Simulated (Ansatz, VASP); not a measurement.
## CsSn2 in VASP and in Ansatz

```
Cs Sn
1.0
     2.12390    1.22624    6.41473
    -2.12390    1.22624    6.41473
     0.00000   -2.45247    6.41473
Cs Sn
1 2
Direct
  0.00000 0.00000 0.00000
  0.75000 0.75000 0.75000
  0.25000 0.25000 0.25000
```

Alike in both runs: task relaxation of cell and atoms; functional PBE; k mesh 6 × 6 × 6; occupations gaussian, width 0.1 eV; no spin polarisation.

|  | VASP | Ansatz |
| --- | --- | --- |
| version | VASP 6.6.1 | Ansatz 0.2.0 |
| potentials or method | VASP PAW PBE potentials, release 64 (Cs_sv, Sn_d), cutoff 600 eV | scalar-relativistic, plane waves, PAW |
| valence electrons in the cell | 37 | 37 |

```tsv
	VASP	Ansatz	Ansatz less VASP
gap on the k mesh at the Fermi level, each at its own relaxed structure (eV)	none	none	-
relaxed volume (Å³/atom)	45.78	45.34	-0.435
relaxed length of the cell vector where the two differ most in proportion (Å)	7.603	7.641	+0.0383
```

A gap of «none» marks a metal or a gap that the smearing closes.

Neither program's run includes spin-orbit coupling. Noted on VASP's run: the volume moved by over 15 % at a fixed basis, so the end points are rough.
